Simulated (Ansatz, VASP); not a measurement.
BaAg2F6: VASP beside Ansatz

```xyz
9
Lattice="0.0000 4.3512 4.3512 4.3512 0.0000 4.3512 4.3512 4.3512 0.0000" Properties=species:S:1:pos:R:3 pbc="T T T"
Ba    4.3512    4.3512    4.3512
Ag    6.5268    6.5268    6.5268
Ag    2.1756    2.1756    2.1756
F     2.1756    2.1756    0.0000
F     2.1756    2.1756    4.3512
F     2.1756    0.0000    2.1756
F     0.0000    2.1756    2.1756
F     2.1756    4.3512    2.1756
F     4.3512    2.1756    2.1756
```

Change from the starting cell: relaxed end of: species swapped into the NaW2O6 type (Fm-3m, No. 225).

Alike in both runs: functional PBE; k mesh 8 × 8 × 8; occupations gaussian, width 0.1 eV; no spin polarisation.

Ansatz relaxed the structure, and its values are those at the end. VASP's run is a single point on that final structure, the one shown.

```csv
,VASP,Ansatz
version,VASP 6.6.1,Ansatz 0.2.0
potentials or method,"VASP PAW PBE potentials, release 64 (Ba_sv, Ag, F), cutoff 520 eV","scalar-relativistic, plane waves, PAW"
valence electrons in the cell,74,90
```

```tsv
	VASP	Ansatz	Ansatz less VASP
gap on the k mesh at the Fermi level (eV)	none	none	-
pressure (GPa)	-0.1	0.0	+0.11
```

A gap of «none» marks a metal or a gap that the smearing closes. VASP's potentials hold 74 valence electrons a cell and Ansatz's 90, so a difference there can come from the potentials and not from the codes. Ansatz's warnings: xc potential rough in thin density.

Spin-orbit coupling is off throughout.
